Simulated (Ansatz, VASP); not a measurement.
**NiAuO2: VASP beside Ansatz**

File INCAR:

```
SYSTEM = NiAuO2
ALGO     = Normal         ! electronic algorithm
EDIFF    = 1E-6           ! SCF threshold, eV
ENCUT    = 520            ! plane-wave cutoff, eV
ISIF     = 2              ! what is computed and relaxed
ISMEAR   = 0              ! smearing method
ISPIN    = 2              ! spin polarisation
LASPH    = .TRUE.         ! aspherical terms in the spheres
LCHARG   = .TRUE.         ! write CHGCAR
LDAU     = .TRUE.         ! DFT+U
LDAUJ    = 0 0 0        
LDAUL    = -1 2 -1        ! shell
LDAUPRINT= 1            
LDAUTYPE = 2            
LDAUU    = 0 4 0          ! U, eV
LELF     = .TRUE.         ! ELF
LMAXMIX  = 4              ! l up to which the mixer works
LORBIT   = 11             ! projections on sites
LREAL    = .FALSE.        ! projectors in reciprocal space
LVHAR    = .TRUE.       
LWAVE    = .FALSE.        ! write WAVECAR
MAGMOM   = 0 3 0 0        ! initial moments
NBANDS   = 28             ! bands
NELM     = 150            ! most SCF steps
PREC     = Accurate       ! precision mode
SIGMA    = 0.05           ! smearing width, eV
```

KPOINTS

```
k-points
0
G
  6 6 6
  0 0 0
```

The input POSCAR:

```
NiAuO2
1.0
    1.7671829600      1.0202835600      6.6721363200
   -1.7671829600      1.0202835600      6.6721363200
    0.0000000000     -2.0405671100      6.6721363200
Au Ni O
1 1 2
Direct
    0.0000000000      0.0000000000      0.0000000000
    0.5000000000      0.5000000000      0.5000000000
    0.1066000000      0.1066000000      0.1066000000
    0.8934000000      0.8934000000      0.8934000000
```

Input for Ansatz:

```yaml
crystal:
  lattice:
    - [1.76718296, 1.02028356, 6.67213632]
    - [-1.76718296, 1.02028356, 6.67213632]
    - [0.0, -2.04056711, 6.67213632]
  atoms:
    - { symbol: Au, position: [0.0, 0.0, 0.0] }
    - { symbol: Ni, position: [0.5, 0.5, 0.5], spin: 3.0 }
    - { symbol: O, position: [0.1066, 0.1066, 0.1066] }
    - { symbol: O, position: [0.8934, 0.8934, 0.8934] }
basis:
  ecutwfc: 420
  ecutrho_ratio: 4
kpoints:
  mp_grid: { grid: [6, 6, 6] }
hamiltonian:
  xc: lda
  hubbard: { sites: [{ site: 1, l: d, u_eff: 4.0 }] }
scf:
  occupations: { method: gaussian, width: 0.05 }
  lower_state_search: "off"
  max_iter: 150
output:
  forces: true
  stress: true
  eigenvalues: true
  populations: true
  hubbard: { sites: [{ site: 1, l: d }] }
magnetization:
  spin_polarized: true
```

Alike in both runs: task single point; functional LDA; k mesh 6 × 6 × 6; occupations gaussian, width 0.05 eV; collinear spin; Hubbard terms Ni d U = 4.0 eV.

|  | VASP | Ansatz |
| --- | --- | --- |
| version | VASP 6.6.1 | Ansatz 0.2.0 |
| potentials or method | VASP PAW LDA potentials, release 64 (Au, Ni, O), cutoff 520 eV | scalar-relativistic, plane waves, PAW |
| valence electrons in the cell | 33 | 49 |

VASP gave:

```
gap on the k mesh at the Fermi level (eV)                     : none
rms of the force components (eV/Å)                            : 0.096
net moment per atom (μB)                                      : 0.25
size of the moment on the site where the two differ most (μB) : 0.28
```

Task: Which values does Ansatz return?

Result: gap on the k mesh at the Fermi level (eV): none; rms of the force components (eV/Å): 0.129; net moment per atom (μB): 0.25; size of the moment on the site where the two differ most (μB): 0.23.

LDA's correlation is that of Perdew and Zunger in VASP and of Perdew and Wang (1992) in Ansatz. Site moments also hang on the region over which each program counts them. The programs project onto different local orbitals, so the same U acts differently, and such runs can settle in different states. Atom by atom the forces differ by 0.033 eV/Å (rms over components). A gap of «none» marks a metal or a gap that the smearing closes. VASP's potentials hold 33 valence electrons a cell and Ansatz's 49, so a difference there can come from the potentials and not from the codes. Ansatz's warnings: filled band counts differ across k points.

Neither program's run includes spin-orbit coupling.
